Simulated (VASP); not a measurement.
# Mg (C2/c) in VASP: single point with revPBE

Aim: the single point of Mg with revPBE.

Program: VASP 6.6.1. These are calculated values, not measurements. Logs are shortened: lines on timing, memory, paths and dates and some standing lists are left out, and cuts for length are marked.

**1. The cell of the first run**

It takes space group C2/c (No. 15, monoclinic). The conventional cell has a = 3.358 Å, b = 5.820 Å, c = 5.407 Å, α = 90.00°, β = 90.14°, γ = 90.00°. Mg (site symmetry 2) has 12 Mg at 3.32 to 3.36 Å within 4.4 Å.

**2. Single point, revPBE (26.41 Å³/atom)**

Input file INCAR:

```
SYSTEM = Mg
PREC     = Accurate       ! precision mode
ENCUT    = 520            ! plane-wave cutoff, eV
EDIFF    = 1E-6           ! SCF threshold, eV
ISMEAR   = -1             ! smearing method
SIGMA    = 0.1            ! smearing width, eV
LREAL    = .FALSE.        ! projectors in reciprocal space
LASPH    = .TRUE.         ! aspherical terms in the spheres
NELM     = 100            ! most SCF steps
ALGO     = Normal         ! electronic algorithm
ISIF     = 2              ! what is computed and relaxed
LWAVE    = .FALSE.        ! write WAVECAR
LCHARG   = .FALSE.        ! write CHGCAR
GGA      = RE             ! functional
NBANDS   = 9              ! bands
```

Input file KPOINTS:

```
Automatic mesh
0
G
  21 21 10
  0 0 0
```

Input file POSCAR:

```
Mg
1.0
   -2.2575033650      1.8577794245      1.6549309684
    1.8577794245     -2.2575033650      1.6549309684
    4.1667230194      4.1667230194     -2.3870260976
Mg
2
Direct
    0.9584144310      0.0415855690      1.0000000000
    0.7915855690      0.2084144310      0.5000000000
```

Potentials or basis: VASP PAW PBE potentials, release 64 (Mg).

Started as:

```sh
> cat potpaw_PBE.64/Mg/POTCAR > POTCAR
> mpirun -np 1 vasp_std > vasp.out
```

OUTCAR:

```text
SYSTEM = Mg
   PREC = Accurate
   ENCUT = 520
   EDIFF = 1E-6
   ISMEAR = -1
   LREAL = .FALSE.
   LASPH = .TRUE.
   NELM = 100
   ISIF = 2
   GGA = RE

 ion  position               nearest neighbor table
   1  0.958  0.042  0.000-   2 3.32   2 3.32   2 3.33   2 3.33   2 3.33   2 3.33
   2  0.792  0.208  0.500-   1 3.32   1 3.32   1 3.33   1 3.33   1 3.33   1 3.33

  Warning from LATTYP: Got some problem with cell dimensions!
  Tried to take original basis but could not verify dimensions!
  LATTYP: Found a base centered monoclinic cell.
 ALAT       =     3.3577886321
 B/A-ratio  =     1.7332504727
 C/A-ratio  =     1.6101907326
 COS(beta)  =    -0.0023652435

  Lattice vectors:

 A1 = (   2.2575033650,  -1.8577794245,  -1.6549309684)
 A2 = (  -1.8577794245,   2.2575033650,  -1.6549309684)
 A3 = (   3.7669990789,   3.7669990789,   0.9228358392)

Analysis of symmetry for initial positions (statically):
=====================================================================
 Subroutine PRICEL returns:
 Original cell was already a primitive cell.

 Routine SETGRP: Setting up the symmetry group for a
 base centered monoclinic supercell.

 Subroutine GETGRP returns: Found  4 space group operations
 (whereof  2 operations were pure point group operations)
 out of a pool of  4 trial point group operations.

The static configuration has the point symmetry C_2 .
 The point group associated with its full space group is C_2h.

Analysis of symmetry for dynamics (positions and initial velocities):
=====================================================================
 Subroutine PRICEL returns:
 Original cell was already a primitive cell.

 Routine SETGRP: Setting up the symmetry group for a
 base centered monoclinic supercell.

 Subroutine GETGRP returns: Found  4 space group operations
 (whereof  2 operations were pure point group operations)
 out of a pool of  4 trial point group operations.

The dynamic configuration has the point symmetry C_2 .
 The point group associated with its full space group is C_2h.

 Subroutine INISYM returns: Found  4 space group operations
 (whereof  2 operations are pure point group operations),
 and found     1 'primitive' translations

----------------------------------------------------------------------------------------

                                     Primitive cell

  volume of cell :      52.8284

  direct lattice vectors                    reciprocal lattice vectors
    -2.257503365  1.857779425  1.654930968    -0.028524796  0.214471870  0.324583779
     1.857779425 -2.257503365  1.654930968     0.214471870 -0.028524796  0.324583779
     4.166723019  4.166723019 -2.387026098     0.128917556  0.128917556  0.031138117

  length of vectors
     3.359533054  3.359533054  6.357755503     0.390085218  0.390085218  0.184956900

  position of ions in fractional coordinates (direct lattice)
     0.958414431  0.041585569  0.000000000
     0.791585569  0.208414431  0.500000000

  ion indices of the primitive-cell ions
   primitive index   ion index
                 1           1
                 2           2

----------------------------------------------------------------------------------------

 KPOINTS: Automatic mesh

Automatic generation of k-mesh.
 Grid dimensions read from file:
 generate k-points for:   21   21   10

 Generating k-lattice:

  Cartesian coordinates                     Fractional coordinates (reciprocal lattice)
    -0.001358324  0.010212946  0.015456370     0.047619048  0.000000000  0.000000000
     0.010212946 -0.001358324  0.015456370     0.000000000  0.047619048  0.000000000
     0.012891756  0.012891756  0.003113812    -0.000000000 -0.000000000  0.100000000

  Length of vectors
     0.018575487  0.018575487  0.018495690

  Shift w.r.t. Gamma in fractional coordinates (k-lattice)
     0.000000000  0.000000000  0.000000000

 Subroutine IBZKPT returns following result:
 ===========================================

 Found   1166 irreducible k-points:

 Following reciprocal coordinates:
            Coordinates               Weight
  0.000000  0.000000  0.000000      1.000000
  0.047619  0.000000  0.000000      4.000000
  0.095238 -0.000000  0.000000      4.000000
  0.142857 -0.000000  0.000000      4.000000
  0.190476 -0.000000  0.000000      4.000000
  0.238095  0.000000  0.000000      4.000000
[... 16 lines left out ...]
 -0.428571  0.047619  0.000000      4.000000
 -0.380952  0.047619 -0.000000      4.000000
 [... further k-points ...]
   k-points           NKPTS =   1166   k-points in BZ     NKDIM =   1166   number of bands    NBANDS=      9
   number of dos      NEDOS =    301   number of ions     NIONS =      2
   total plane-waves  NPLWV =  37632
   dimension x,y,z NGX =    28 NGY =   28 NGZ =   48
   dimension x,y,z NGXF=    56 NGYF=   56 NGZF=   96
   ions per type =               2
   NGX,Y,Z   is equivalent  to a cutoff of  13.86, 13.86, 12.55 a.u.
   NGXF,Y,Z  is equivalent  to a cutoff of  27.71, 27.71, 25.10 a.u.
 SYSTEM =  Mg
   PREC   = accura    normal or accurate (medium, high low for compatibility)
   ISTART =      0    job   : 0-new  1-cont  2-samecut
   ICHARG =      2    charge: 1-file 2-atom 10-const
   ISPIN  =      1    spin polarized calculation?
   LNONCOLLINEAR =      F non collinear calculations
   LSORBIT =      F    spin-orbit coupling
   LASPH  =      T    aspherical Exc in radial PAW
   ENCUT  =  520.0 eV  38.22 Ry    6.18 a.u.   6.25  6.25 11.82*2*pi/ulx,y,z
   NELM   =    100;   NELMIN=  2; NELMDL= -5     # of ELM steps
   EDIFF  = 0.1E-05   stopping-criterion for ELM
   LREAL  =      F    real-space projection
   EDIFFG = 0.1E-04   stopping-criterion for IOM
   NSW    =      0    number of steps for IOM
   IBRION =     -1    ionic relax: 0-MD 1-quasi-New 2-CG
   NFREE  =      0    steps in history (QN), initial steepest desc. (CG)
   ISIF   =      2    stress and relaxation
   ISYM   =      2    0-nonsym 1-usesym 2-fastsym
   POTIM  = 0.5000    time-step for ionic-motion
   TEBEG  =    0.0;   TEEND  =   0.0 temperature during run
   PSTRESS=    0.0 pullay stress
   NELECT =       4.0000    total number of electrons
   NUPDOWN=      -1.0000    fix difference up-down
   EMIN   =  10.00;   EMAX   =-10.00  energy-range for DOS
   EFERMI =   0.00;   METHOD = LEGACY
   ISMEAR =    -1;   SIGMA  =   0.10  broadening in eV -4-tet -1-fermi 0-gaus
   EFERMI_NEDOS =   21; number of points for ismear=-14 and -15
   IALGO  =     38    algorithm
   IMIX   =      4    mixing-type and parameters
     AMIX     =   0.40;   BMIX     =  1.00
     AMIX_MAG =   1.60;   BMIX_MAG =  1.00
  volume/ion in A,a.u.               =      26.41       178.25
  Fermi-wavevector in a.u.,A,eV,Ry     =   0.692584  1.308794  6.526338  0.479672
  Thomas-Fermi vector in A             =   1.774557
   LORBIT       =      0    0 simple, 1 ext, 2 COOP (PROOUT), +10 PAW based schemes
   GGA     = RE    functional components
   LHFCALC =     F    Hartree Fock is set to
   AEXX    =    0.0000 exact exchange contribution
   IVDW    =     0    specifies the selected vdW correction
   LEPSILON=     F    determine dielectric tensor
   LRPA    =     F    only Hartree local field effects (RPA)
 non-spin polarized calculation
  energy-cutoff  :      520.00
  volume of cell :       52.83
 maximum number of plane-waves:      1454
 NGX is ok and might be reduce to    28
   NGX = 13   NGY = 13   NGZ = 23

 number of electron       4.0000000 magnetization

 Free energy of the ion-electron system (eV)
  ---------------------------------------------------
  ext. energy  EPLUGINS =         0.00000000
  ---------------------------------------------------
  free energy    TOTEN  =        -2.66943303 eV

  energy without entropy =       -2.63995215  energy(sigma->0) =       -2.65469259

 E-fermi :   2.0359     XC(G=0):  -7.9925

 val. band max:        2.0356656538   @ k =  -0.4762   0.1429   0.3000
 cond. band min:       2.0374694078   @ k =  -0.2381   0.1905  -0.0000
 fundamental gap:      0.0018037540
 Fermi energy:         2.0359349559

 k-point     1 :       0.0000    0.0000    0.0000
  band No.  band energies     occupation
      1      -4.3204      2.00000
      2       0.5899      2.00000
      3       0.8772      1.99998
      4      11.9533      0.00000
      5      11.9653      0.00000
      6      12.0925      0.00000
      7      12.1062      0.00000
      8      13.1006      0.00000
      9      14.1437      0.00000

 k-point     2 :       0.0476    0.0000    0.0000
  band No.  band energies     occupation
      1      -4.2684      2.00000
      2       0.2911      2.00000
      3       1.2738      1.99902
      4      10.9191      0.00000
      5      11.3307      0.00000
      6      12.0651      0.00000
      7      12.8080      0.00000
      8      13.4435      0.00000
      9      14.6227      0.00000

 k-point     3 :       0.0952   -0.0000    0.0000
  band No.  band energies     occupation
      1      -4.1125      2.00000
      2      -0.0204      2.00000
      3       1.8779      1.65859
      4       9.6095      0.00000
      5      10.7307      0.00000
      6      11.5381      0.00000
      7      13.0499      0.00000
      8      13.6277      0.00000
      9      13.6427      0.00000

 k-point     4 :       0.1429   -0.0000    0.0000
  band No.  band energies     occupation
      1      -3.8531      2.00000
      2      -0.2392      2.00000
      3       2.5819      0.00847
      4       8.3300      0.00000
      5      10.2207      0.00000
      6      10.8952      0.00000
      7      11.7373      0.00000
      8      12.9553      0.00000
      9      13.3765      0.00000

 k-point     5 :       0.1905   -0.0000    0.0000
  band No.  band energies     occupation
      1      -3.4910      2.00000
      2      -0.3595      2.00000
      3       3.3748      0.00000
      4       7.1244      0.00000
      5       9.7928      0.00000
      6       9.8025      0.00000
      7      10.8062      0.00000
      8      12.4202      0.00000
      9      12.5608      0.00000

 k-point     6 :       0.2381    0.0000    0.0000
  band No.  band energies     occupation
      1      -3.0272      2.00000
      2      -0.3802      2.00000
      3       4.2318      0.00000
      4       6.0243      0.00000
      5       8.3491      0.00000
      6       9.4728      0.00000
      7      10.3424      0.00000
      8      11.8115      0.00000
      9      11.9572      0.00000
[... 169 lines left out ...]
 k-point    21 :       0.4762    0.0476   -0.0000
  band No.  band energies     occupation
      1       1.0396      1.99991
      2       1.0734      1.99987
      3       1.5939      1.97622
      4       1.6293      1.96631
      5       8.2897      0.00000
      6       8.5196      0.00000
      7      10.2345      0.00000
      8      10.3245      0.00000
      9      10.9055      0.00000

 k-point    22 :      -0.4762    0.0476   -0.0000
  band No.  band energies     occupation
      1       0.1926      2.00000
      2       0.8783      1.99998
      3       1.9284      1.49113
      4       2.5664      0.00988
      5       8.0901      0.00000
      6       8.6947      0.00000
      7       9.3866      0.00000
      8      10.3368      0.00000
      9      10.9596      0.00000

 k-point    23 :      -0.4286    0.0476    0.0000
  band No.  band energies     occupation
      1      -0.6899      2.00000
      2       0.4940      2.00000
      3       2.6239      0.00558
      4       3.7371      0.00000
      5       7.6580      0.00000
      6       8.3334      0.00000
      7       9.2917      0.00000
      8      10.3989      0.00000
      9      11.1038      0.00000

 k-point    24 :      -0.3810    0.0476   -0.0000
  band No.  band energies     occupation
      1      -1.4852      2.00000
      2       0.1847      2.00000
      3       3.4306      0.00000
      4       4.9853      0.00000
      5       6.6807      0.00000
      6       8.2434      0.00000
      7       9.7023      0.00000
      8      10.5148      0.00000
      9      11.3458      0.00000

 [... further k-points ...]

------------------------ aborting loop because EDIFF is reached ----------------------------------------

  FORCE on cell =-STRESS in cart. coord.  units (eV):
  Direction    XX          YY          ZZ          XY          YZ          ZX
  --------------------------------------------------------------------------------------
  -------------------------------------------------------------------------------------
  Total       -1.0561402     -1.0561402     -1.0970293      0.0550005      0.0034244      0.0034244
  in kB      -32.0305701    -32.0305701    -33.2706520      1.6680540      0.1038542      0.1038542
  external PRESSURE =     -32.4439307 kB  Pullay stress =       0.0000000 kB

 VOLUME and BASIS-vectors are now :
 -----------------------------------------------------------------------------
  energy-cutoff  :      520.00
  volume of cell :       52.83
      direct lattice vectors                 reciprocal lattice vectors
    -2.257503365  1.857779425  1.654930968    -0.028524796  0.214471870  0.324583779
     1.857779425 -2.257503365  1.654930968     0.214471870 -0.028524796  0.324583779
     4.166723019  4.166723019 -2.387026098     0.128917556  0.128917556  0.031138117

 POSITION                                       TOTAL-FORCE (eV/Angst)
 -----------------------------------------------------------------------------------
     -2.08637      1.68664      1.65493         0.000098     -0.000098     -0.000000
      0.68354      3.08346      0.46142        -0.000098      0.000098      0.000000
 -----------------------------------------------------------------------------------
    total drift:                                0.000000      0.000000     -0.000000

  FREE ENERGIE OF THE ION-ELECTRON SYSTEM (eV)
  ---------------------------------------------------
  free  energy   TOTEN  =        -2.6694330303 eV

  energy  without entropy=       -2.6399521536  energy(sigma->0) =       -2.65469259
```

Run time: 5.5 min. Hardware: 1 thread of Intel Xeon Platinum 8488C (Sapphire Rapids), shared host; peak memory 0.63 GiB.

What came out:

* Free energy: -2.6694 eV
* Pressure: -3.2 GPa
* Band gap on the k mesh: zero (bands 2 and 3 overlap by 2.16 eV)

Stress tensor (GPa, compression positive):
```
-3.20  0.17  0.01
 0.17 -3.20  0.01
 0.01  0.01 -3.33
```

Levels at points of the mesh, in eV from the Fermi level:
| k point | band 1 | band 2 | band 3 | band 4 | band 5 |
| --- | --- | --- | --- | --- | --- |
| (0.00, 0.00, 0.00) | -6.36 | -1.45 | -1.16 | 9.92 | 9.93 |
| (0.00, 0.00, 0.50) | -5.07 | -5.07 | 4.74 | 4.74 | 10.78 |

Caveat: the cell stands under tension; the PAW data sets were made with another functional, which shifts forces and pressure a little.
